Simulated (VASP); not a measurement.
A run of VASP 6.6.1 is set up as follows.

INCAR

```
  PREC = Accurate
  ENCUT = 520
  EDIFF = 1E-6
  ISMEAR = -1
  SIGMA = 0.05
  LREAL = False
  LASPH = True
  NELM = 60
  ALGO = Normal
  ISIF = 2
  LWAVE = False
  LCHARG = False
  GGA = PS
  NBANDS = 20
```

File KPOINTS:

```
Automatic mesh
0
Gamma
  9 9 9
```

POSCAR

```
SnO2
1.0
    0.0000000000      2.5568733049      2.5568733049
    2.5568733049      0.0000000000      2.5568733049
    2.5568733049      2.5568733049      0.0000000000
Sn O
1 2
Direct
    0.0000000000      0.0000000000      0.0000000000
    0.7500000000      0.7500000000      0.7500000000
    0.2500000000      0.2500000000      0.2500000000
```

Potentials or basis: VASP PAW PBE potentials, release 64 (Sn_d, O).

Run with:

```sh
$ cat potpaw_PBE.64/Sn_d/POTCAR potpaw_PBE.64/O/POTCAR > POTCAR
$ mpirun -np 1 vasp_std > vasp.out
```

Q: What does it give for the pressure?

A: -2.8 GPa.

Caveat: the PAW data sets were made with another functional, which shifts forces and pressure a little.
